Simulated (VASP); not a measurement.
# Cu (Immm) in VASP: notebook

The runs below take Cu through single point, with PBEsol.

All numbers are computed with VASP 6.6.1; they aren't measurements. Logs are shortened: lines on timing, memory, paths and dates and some standing lists are left out, and cuts for length are marked.

## 1. The cell of the first run

The structure is orthorhombic, space group Immm (No. 71). The conventional cell has a = 2.752 Å, b = 2.886 Å, c = 2.958 Å, α = 90.00°, β = 90.00°, γ = 90.00°. Within 3.3 Å of Cu (site symmetry mmm) lie 14 Cu at 2.48 to 2.96 Å.

## 2. Single point, PBEsol (strain +0.0250 x Voigt [0, 1, 0, 0, 0, 0])

INCAR

```
SYSTEM = Cu
PREC = Accurate
ENCUT = 520
EDIFF = 1E-7
ISMEAR = 0
SIGMA = 0.15
LREAL = .FALSE.
LASPH = .TRUE.
NELM = 80
ALGO = Fast
ISIF = 2
LWAVE = .FALSE.
LCHARG = .FALSE.
GGA = PS
NBANDS = 12
```

KPOINTS

```
Automatic mesh
0
G
  24 24 24
  0 0 0
```

POSCAR

```
Cu
1.0
   -1.4427933200      1.4788631530      1.3760814500
    1.4427933200     -1.4788631530      1.3760814500
    1.4427933200      1.4788631530     -1.3760814500
Cu
1
Direct
    0.0000000000      0.0000000000      0.0000000000
```

Potentials or basis: VASP PAW PBE potentials, release 64 (Cu).

Command:

```bash
> cat potpaw_PBE.64/Cu/POTCAR > POTCAR
> mpirun -np 1 vasp_std > vasp.out
```

OUTCAR:

```text
SYSTEM = Cu
   PREC = Accurate
   ENCUT = 520
   EDIFF = 1E-7
   ISMEAR = 0
   LREAL = .FALSE.
   LASPH = .TRUE.
   NELM = 80
   ISIF = 2
   GGA = PS

 ion  position               nearest neighbor table
   1  0.000  0.000  0.000-

  LATTYP: Found a body centered orthorhombic cell.
 ALAT       =     2.7521629000
 B/A-ratio  =     1.0484795940
 C/A-ratio  =     1.0746915838

  Lattice vectors:

 A1 = (   1.4427933200,  -1.4788631530,   1.3760814500)
 A2 = (  -1.4427933200,  -1.4788631530,  -1.3760814500)
 A3 = (   1.4427933200,   1.4788631530,  -1.3760814500)

Analysis of symmetry for initial positions (statically):
=====================================================================
 Subroutine PRICEL returns:
 Original cell was already a primitive cell.

 Routine SETGRP: Setting up the symmetry group for a
 body centered orthorhombic supercell.

 Subroutine GETGRP returns: Found  8 space group operations
 (whereof  8 operations were pure point group operations)
 out of a pool of  8 trial point group operations.

The static configuration has the point symmetry D_2h.

Analysis of symmetry for dynamics (positions and initial velocities):
=====================================================================
 Subroutine PRICEL returns:
 Original cell was already a primitive cell.

 Routine SETGRP: Setting up the symmetry group for a
 body centered orthorhombic supercell.

 Subroutine GETGRP returns: Found  8 space group operations
 (whereof  8 operations were pure point group operations)
 out of a pool of  8 trial point group operations.

The dynamic configuration has the point symmetry D_2h.

 Subroutine INISYM returns: Found  8 space group operations
 (whereof  8 operations are pure point group operations),
 and found     1 'primitive' translations

----------------------------------------------------------------------------------------

                                     Primitive cell

  volume of cell :      11.7445

  direct lattice vectors                    reciprocal lattice vectors
    -1.442793320  1.478863153  1.376081450     0.000000000  0.338097544  0.363350585
     1.442793320 -1.478863153  1.376081450     0.346549983  0.000000000  0.363350585
     1.442793320  1.478863153 -1.376081450     0.346549983  0.338097544  0.000000000

  length of vectors
     2.482395808  2.482395808  2.482395808     0.496320055  0.502116060  0.484155801

  position of ions in fractional coordinates (direct lattice)
     0.000000000  0.000000000  0.000000000

  ion indices of the primitive-cell ions
   primitive index   ion index
                 1           1

----------------------------------------------------------------------------------------

 KPOINTS: Automatic mesh

Automatic generation of k-mesh.
 Grid dimensions read from file:
 generate k-points for:   24   24   24

 Generating k-lattice:

  Cartesian coordinates                     Fractional coordinates (reciprocal lattice)
     0.000000000  0.014087398  0.015139608     0.041666667 -0.000000000  0.000000000
     0.014439583  0.000000000  0.015139608     0.000000000  0.041666667  0.000000000
     0.014439583  0.014087398  0.000000000     0.000000000 -0.000000000  0.041666667

  Length of vectors
     0.020680002  0.020921503  0.020173158

  Shift w.r.t. Gamma in fractional coordinates (k-lattice)
     0.000000000  0.000000000  0.000000000

 Subroutine IBZKPT returns following result:
 ===========================================

 Found   1963 irreducible k-points:

 Following reciprocal coordinates:
            Coordinates               Weight
  0.000000  0.000000  0.000000      1.000000
  0.041667  0.000000 -0.000000      4.000000
  0.083333  0.000000 -0.000000      4.000000
  0.125000  0.000000  0.000000      4.000000
  0.166667  0.000000  0.000000      4.000000
  0.208333  0.000000  0.000000      4.000000
[... 16 lines left out ...]
  0.375000  0.041667 -0.000000      8.000000
  0.416667  0.041667 -0.000000      8.000000
 [... further k-points ...]
   k-points           NKPTS =   1963   k-points in BZ     NKDIM =   1963   number of bands    NBANDS=     12
   number of dos      NEDOS =    301   number of ions     NIONS =      1
   total plane-waves  NPLWV =   5832
   dimension x,y,z NGX =    18 NGY =   18 NGZ =   18
   dimension x,y,z NGXF=    36 NGYF=   36 NGZF=   36
   ions per type =               1
   NGX,Y,Z   is equivalent  to a cutoff of  12.05, 12.05, 12.05 a.u.
   NGXF,Y,Z  is equivalent  to a cutoff of  24.11, 24.11, 24.11 a.u.
 SYSTEM =  Cu
   PREC   = accura    normal or accurate (medium, high low for compatibility)
   ISTART =      0    job   : 0-new  1-cont  2-samecut
   ICHARG =      2    charge: 1-file 2-atom 10-const
   ISPIN  =      1    spin polarized calculation?
   LNONCOLLINEAR =      F non collinear calculations
   LSORBIT =      F    spin-orbit coupling
   LASPH  =      T    aspherical Exc in radial PAW
   ENCUT  =  520.0 eV  38.22 Ry    6.18 a.u.   4.62  4.62  4.62*2*pi/ulx,y,z
   NELM   =     80;   NELMIN=  2; NELMDL= -5     # of ELM steps
   EDIFF  = 0.1E-06   stopping-criterion for ELM
   LREAL  =      F    real-space projection
   EDIFFG = 0.1E-05   stopping-criterion for IOM
   NSW    =      0    number of steps for IOM
   IBRION =     -1    ionic relax: 0-MD 1-quasi-New 2-CG
   NFREE  =      0    steps in history (QN), initial steepest desc. (CG)
   ISIF   =      2    stress and relaxation
   ISYM   =      2    0-nonsym 1-usesym 2-fastsym
   POTIM  = 0.5000    time-step for ionic-motion
   TEBEG  =    0.0;   TEEND  =   0.0 temperature during run
   PSTRESS=    0.0 pullay stress
   NELECT =      11.0000    total number of electrons
   NUPDOWN=      -1.0000    fix difference up-down
   EMIN   =  10.00;   EMAX   =-10.00  energy-range for DOS
   EFERMI =   0.00;   METHOD = LEGACY
   ISMEAR =     0;   SIGMA  =   0.15  broadening in eV -4-tet -1-fermi 0-gaus
   EFERMI_NEDOS =   21; number of points for ismear=-14 and -15
   IALGO  =     68    algorithm
   IMIX   =      4    mixing-type and parameters
     AMIX     =   0.40;   BMIX     =  1.00
     AMIX_MAG =   1.60;   BMIX_MAG =  1.00
  volume/ion in A,a.u.               =      11.74        79.26
  Fermi-wavevector in a.u.,A,eV,Ry     =   1.601746  3.026861 34.906974  2.565590
  Thomas-Fermi vector in A             =   2.698676
   LORBIT       =      0    0 simple, 1 ext, 2 COOP (PROOUT), +10 PAW based schemes
   GGA     = PS    functional components
   LHFCALC =     F    Hartree Fock is set to
   AEXX    =    0.0000 exact exchange contribution
   IVDW    =     0    specifies the selected vdW correction
   LEPSILON=     F    determine dielectric tensor
   LRPA    =     F    only Hartree local field effects (RPA)
 non-spin polarized calculation
 RMM-DIIS sequential band-by-band and
 Gauss-broadening in eV      SIGMA  =   0.15
  energy-cutoff  :      520.00
  volume of cell :       11.74
 maximum number of plane-waves:       332
   NGX =  9   NGY =  9   NGZ =  9

 number of electron      10.9999997 magnetization

 Free energy of the ion-electron system (eV)
  ---------------------------------------------------
  ext. energy  EPLUGINS =         0.00000000
  ---------------------------------------------------
  free energy    TOTEN  =        -4.26774172 eV

  energy without entropy =       -4.26335315  energy(sigma->0) =       -4.26554743

 E-fermi :   7.4666     XC(G=0): -12.9413

 val. band max:        7.4657351045   @ k =   0.2500   0.1250   0.1250
 cond. band min:       7.4710258063   @ k =   0.2500   0.5000   0.0833
 fundamental gap:      0.0052907017
 Fermi energy:         7.4666032223

 k-point     1 :       0.0000    0.0000    0.0000
  band No.  band energies     occupation
      1      -1.9561      2.00000
      2       4.1998      2.00000
      3       4.3966      2.00000
      4       4.4822      2.00000
      5       5.2263      2.00000
      6       5.4916      2.00000
      7      31.7486      0.00000
      8      32.0716      0.00000
      9      33.4914      0.00000
     10      35.4234      0.00000
     11      35.8667      0.00000
     12      36.1748      0.00000

 k-point     2 :       0.0417    0.0000   -0.0000
  band No.  band energies     occupation
      1      -1.8881      2.00000
      2       4.2075      2.00000
      3       4.3952      2.00000
      4       4.4872      2.00000
      5       5.2254      2.00000
      6       5.4820      2.00000
      7      31.3788      0.00000
      8      31.8537      0.00000
      9      32.8089      0.00000
     10      34.7327      0.00000
     11      35.1012      0.00000
     12      35.4975      0.00000

 k-point     3 :       0.0833    0.0000   -0.0000
  band No.  band energies     occupation
      1      -1.6852      2.00000
      2       4.2150      2.00000
      3       4.3892      2.00000
      4       4.5178      2.00000
      5       5.2230      2.00000
      6       5.4573      2.00000
      7      30.0269      0.00000
      8      31.3245      0.00000
      9      31.5326      0.00000
     10      33.8378      0.00000
     11      34.2203      0.00000
     12      34.9747      0.00000

 k-point     4 :       0.1250    0.0000    0.0000
  band No.  band energies     occupation
      1      -1.3516      2.00000
      2       4.1917      2.00000
      3       4.3740      2.00000
      4       4.6042      2.00000
      5       5.2207      2.00000
      6       5.4274      2.00000
      7      27.9328      0.00000
      8      30.4527      0.00000
      9      30.6493      0.00000
     10      32.6033      0.00000
     11      33.6460      0.00000
     12      35.0237      0.00000

 k-point     5 :       0.1667    0.0000    0.0000
  band No.  band energies     occupation
      1      -0.8953      2.00000
      2       4.1326      2.00000
      3       4.3465      2.00000
      4       4.7499      2.00000
      5       5.2218      2.00000
      6       5.4043      2.00000
      7      25.6776      0.00000
      8      29.4209      0.00000
      9      29.8791      0.00000
     10      31.5261      0.00000
     11      33.0890      0.00000
     12      35.4346      0.00000
[... 228 lines left out ...]
      1       1.3744      2.00000
      2       3.8217      2.00000
      3       4.4024      2.00000
      4       5.2445      2.00000
      5       5.4983      2.00000
      6       5.5454      2.00000
      7      18.0961      0.00000
      8      25.9023      0.00000
      9      26.5148      0.00000
     10      29.8505      0.00000
     11      32.2448      0.00000
     12      37.0149      0.00000

 k-point    22 :       0.3333    0.0417    0.0000
  band No.  band energies     occupation
      1       1.9031      2.00000
      2       3.7404      2.00000
      3       4.7066      2.00000
      4       5.2734      2.00000
      5       5.5467      2.00000
      6       5.7928      2.00000
      7      16.1823      0.00000
      8      25.2725      0.00000
      9      25.8118      0.00000
     10      29.5674      0.00000
     11      32.1239      0.00000
     12      37.7516      0.00000

 k-point    23 :       0.3750    0.0417   -0.0000
  band No.  band energies     occupation
      1       2.2267      2.00000
      2       3.6748      2.00000
      3       5.1001      2.00000
      4       5.3844      2.00000
      5       5.6165      2.00000
      6       6.0826      2.00000
      7      14.4452      0.00000
      8      24.7539      0.00000
      9      25.2889      0.00000
     10      29.3649      0.00000
     11      32.0607      0.00000
     12      38.4768      0.00000

 k-point    24 :       0.4167    0.0417   -0.0000
  band No.  band energies     occupation
      1       2.3775      2.00000
      2       3.6290      2.00000
      3       5.2223      2.00000
      4       5.5272      2.00000
      5       5.8184      2.00000
      6       6.5668      2.00000
      7      12.9883      0.00000
      8      24.3666      0.00000
      9      24.9542      0.00000
     10      29.2385      0.00000
     11      32.0405      0.00000
     12      39.1599      0.00000

 [... further k-points ...]

------------------------ aborting loop because EDIFF is reached ----------------------------------------

  FORCE on cell =-STRESS in cart. coord.  units (eV):
  Direction    XX          YY          ZZ          XY          YZ          ZX
  --------------------------------------------------------------------------------------
  -------------------------------------------------------------------------------------
  Total       -0.3354992     -0.2818475     -0.3200914      0.0000000      0.0000000      0.0000000
  in kB      -45.7684057    -38.4493033    -43.6664957      0.0000000      0.0000000      0.0000000
  external PRESSURE =     -42.6280682 kB  Pullay stress =       0.0000000 kB

 VOLUME and BASIS-vectors are now :
 -----------------------------------------------------------------------------
  energy-cutoff  :      520.00
  volume of cell :       11.74
      direct lattice vectors                 reciprocal lattice vectors
    -1.442793320  1.478863153  1.376081450     0.000000000  0.338097544  0.363350585
     1.442793320 -1.478863153  1.376081450     0.346549983  0.000000000  0.363350585
     1.442793320  1.478863153 -1.376081450     0.346549983  0.338097544  0.000000000

 POSITION                                       TOTAL-FORCE (eV/Angst)
 -----------------------------------------------------------------------------------
      0.00000      0.00000      0.00000         0.000000      0.000000     -0.000000
 -----------------------------------------------------------------------------------
    total drift:                                0.000000      0.000000      0.000000

  FREE ENERGIE OF THE ION-ELECTRON SYSTEM (eV)
  ---------------------------------------------------
  free  energy   TOTEN  =        -4.2677417190 eV

  energy  without entropy=       -4.2633531506  energy(sigma->0) =       -4.26554743
```

Wall time 6.7 min (1 thread of Intel Xeon 8259CL, shared host); peak memory 0.36 GiB.

What came out:

```
Free energy            : -4.2677 eV
Pressure               : -4.3 GPa
Band gap on the k mesh : zero (an odd number of electrons rules out a gap without spin polarisation)
```

Levels at points of the mesh, in eV from the Fermi level:
```csv
k point,band 4,band 5,band 6,band 7,band 8,band 9
"(0.00, 0.00, 0.00)",-2.98,-2.24,-1.98,24.28,24.60,26.02
"(0.50, 0.00, 0.00)",-1.88,-1.36,-0.56,4.47,17.34,17.37
"(0.00, 0.50, 0.00)",-1.87,-1.34,-0.38,4.73,16.69,16.72
"(0.50, 0.50, 0.00)",-2.04,-1.38,-0.92,3.95,18.61,18.79
"(0.50, 0.50, 0.50)",-1.53,-1.49,7.01,7.90,9.74,12.88
```

Caveat: the cell differs from its parent crystal (strain +0.0250 x Voigt [0, 1, 0, 0, 0, 0]); the cell stands under tension; the PAW data sets were made with another functional, which shifts forces and pressure a little.

(Continued in part 2 of 2.)
